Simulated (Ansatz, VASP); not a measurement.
**SiC: VASP beside Ansatz**

```
Si C
1.0
     0.00000    2.17400    2.17400
     2.17400    0.00000    2.17400
     2.17400    2.17400    0.00000
Si C
1 1
Cartesian
  -0.1591 -0.1591 0.2250
  3.2610 3.2610 3.2610
```

Alike in both runs: task single point; functional r2SCAN; k mesh 12 × 12 × 12; occupations gaussian, width 0.05 eV; no spin polarisation.

|  | VASP | Ansatz |
| --- | --- | --- |
| version | VASP 6.6.1 | Ansatz 0.2.0 |
| potentials or method | VASP PAW PBE potentials, release 64 (Si, C), cutoff 520 eV | scalar-relativistic, plane waves, PAW |
| valence electrons in the cell | 8 | 8 |

Ansatz gave:

| Quantity | Value |
| --- | --- |
| gap on the k mesh at the Fermi level (eV) | 0.11 |
| least direct gap on the mesh (eV) | 4.17 |
| pressure (GPa) | 9.1 |
| traceless stress, the component that is largest in VASP (GPa) | -8.10 |
| rms of the force components (eV/Å) | 1.938 |

**Question.** What did VASP give for the same quantities?

**Answer.** gap on the k mesh at the Fermi level (eV): 0.11; least direct gap on the mesh (eV): 4.18; pressure (GPa): 8.8; traceless stress, the component that is largest in VASP (GPa): -7.97; rms of the force components (eV/Å): 1.935.

VASP's potentials were made for PBE, not for r2SCAN. Atom by atom the forces differ by 0.003 eV/Å (rms over components). With one functional, cell and mesh, what is left measures potentials, basis and numerics.
